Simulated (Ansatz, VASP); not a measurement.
One calculation of Br, two programs

```
Br
1.0
     3.36325   -2.32255    0.00000
     3.36325    2.32255    0.00000
     0.00000    0.00000    8.70230
Br
4
Direct
  0.36510 0.63490 0.39010
  0.13490 0.86510 0.89010
  0.63490 0.36510 0.60990
  0.86510 0.13490 0.10990
```

Alike in both runs: task relaxation of cell and atoms; functional PBE; k mesh 7 × 7 × 3; occupations fermi-dirac, width 0.05 eV; no spin polarisation.

|  | VASP | Ansatz |
| --- | --- | --- |
| version | VASP 6.6.1 | Ansatz 0.2.0 |
| potentials or method | VASP PAW PBE potentials, release 64 (Br) | Ansatz PAW |
| plane-wave cutoff (eV) | 600 | 420 |
| valence electrons in the cell | 28 | 28 |

Ansatz gave:

* gap on the k mesh at the Fermi level, each at its own relaxed structure (eV): 1.37
* relaxed volume (Å³/atom): 40.19
* relaxed cell length with the largest relative difference (Å): 4.819

Question: What did VASP give for the same quantities?

Answer: gap on the k mesh at the Fermi level, each at its own relaxed structure (eV): 1.36; relaxed volume (Å³/atom): 39.11; relaxed cell length with the largest relative difference (Å): 4.724.

Noted on VASP's run: the volume moved by over 15 % at a fixed basis, so the end points are rough. Noted on Ansatz's run: the volume moved by over 15 % at a fixed basis, so the end points are rough; odd divisions of the mesh miss points on the zone boundary, where band edges often lie, so the gap on the mesh can be too wide; the plane-wave basis is chosen anew once the cell has moved, so the energies of steps on either side of that aren't comparable.
